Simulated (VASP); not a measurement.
The system is Fe.

```
Fe
1.0
     2.77854    0.00000    0.00000
    -1.38927    2.40628    0.00000
     0.00000    0.00000    7.56756
Fe
4
Direct
  0.00000 0.00000 0.25000
  0.00000 0.00000 0.75000
  0.33333 0.66667 0.75000
  0.66667 0.33333 0.25000
```

| Item | Value |
| --- | --- |
| Program | VASP 6.6.1 |
| Task | relaxation of cell and atoms |
| Functional | PBE |
| Potentials or basis | VASP PAW PBE potentials, release 64 (Fe) |
| Cutoff | 600 eV |
| k mesh | 9 × 9 × 2 |
| Occupations | gaussian, width 0.1 eV |
| Spin | no spin polarisation |

At the start: pressure 148.6 GPa; volume 12.65 Å³/atom.

Task: Where does the relaxation end?

Result: Over 18 steps the energy falls by 4899.9 meV/atom and the volume is 12.70 Å³/atom (+0.4 %); space group P6_3/mmc (No. 194, to 0.05 Å).

The path:
| step | energy change (eV) | largest force (eV/Å) | pressure (GPa) | volume (Å³) |
| --- | --- | --- | --- | --- |
| 1 | 0.0000 | 0.0000 | 148.60 | 50.60 |
| 2 | -0.9487 | 0.0000 | -29.84 | 172.14 |
| 3 | -13.7129 | 0.0000 | -14.94 | 96.44 |
| 4 | -14.3522 | 0.0000 | -11.32 | 89.71 |
| 5 | -14.6505 | 0.0000 | 0.92 | 78.86 |
| 6 | -14.6974 | 0.0000 | -3.80 | 82.05 |
| 7 | -14.6989 | 0.0000 | -2.89 | 81.35 |
| 8 | -14.9700 | 0.0000 | -3.78 | 77.58 |
| 9 | -16.5227 | 0.0000 | -7.05 | 66.19 |
| 10 | -18.5549 | 0.0000 | 45.17 | 42.85 |
| 11 | -18.5408 | 0.0000 | -5.05 | 56.00 |
| 12 | -19.3761 | 0.0000 | 7.73 | 49.45 |
| 13 | -19.4020 | 0.0000 | 13.00 | 48.03 |
| 14 | -19.4873 | 0.0000 | 12.46 | 47.88 |
| 15 | -19.4893 | 0.0000 | 12.59 | 47.82 |
| 16 | -19.5718 | 0.0000 | 5.99 | 49.26 |
| 17 | -19.5992 | 0.0000 | -0.50 | 50.93 |
| 18 | -19.5994 | 0.0000 | -0.04 | 50.79 |

Final structure:
```cif
data_structure
_symmetry_space_group_name_H-M 'P 1'
_symmetry_Int_Tables_number 1
_cell_length_a 3.7086
_cell_length_b 3.7086
_cell_length_c 4.2644
_cell_angle_alpha 90.000
_cell_angle_beta 90.000
_cell_angle_gamma 120.000
_cell_volume 50.79
loop_
_atom_site_label
_atom_site_type_symbol
_atom_site_fract_x
_atom_site_fract_y
_atom_site_fract_z
_atom_site_occupancy
Fe1 Fe 0.00000 0.00000 0.25000 1
Fe2 Fe 0.00000 0.00000 0.75000 1
Fe3 Fe 0.33333 0.66667 0.75000 1
Fe4 Fe 0.66667 0.33333 0.25000 1
```

Caveat: the k points lie up to 0.74 Å⁻¹ apart in the final cell; the run has no spin polarisation, though such a crystal can be magnetic.
